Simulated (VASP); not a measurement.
A run of VASP 6.6.1 is set up as follows.

File INCAR:

```
SYSTEM = Ta
PREC = Accurate
ENCUT = 520
EDIFF = 1E-6
ISMEAR = 0
SIGMA = 0.15
LREAL = .FALSE.
LASPH = .TRUE.
NELM = 80
ALGO = Normal
ISIF = 2
LWAVE = .FALSE.
LCHARG = .FALSE.
GGA = PS
NBANDS = 12
```

KPOINTS

```
Automatic mesh
0
G
  20 20 20
  0 0 0
```

POSCAR

```
Ta
1.0
   -1.6925620000      1.6925620000      1.6925620000
    1.6925620000     -1.6925620000      1.6925620000
    1.6925620000      1.6925620000     -1.6925620000
Ta
1
Direct
    0.0000000000      0.0000000000      0.0000000000
```

Potentials or basis: VASP PAW PBE potentials, release 64 (Ta_pv).

Launch:

```bash
$ cat potpaw_PBE.64/Ta_pv/POTCAR > POTCAR
$ mpirun -np 1 vasp_std > vasp.out
```

Task: Predict the band gap on the k mesh.

Result: Zero (an odd number of electrons rules out a gap without spin polarisation).

Task: Estimate the pressure.

Result: -16.2 GPa.

Caveat: the cell differs from its parent crystal (strain +0.025 along x and y, +0.025 along z); the cell stands under tension; the PAW data sets were made with another functional, which shifts forces and pressure a little; spin-orbit coupling is left out, which moves the levels of the heavy elements.
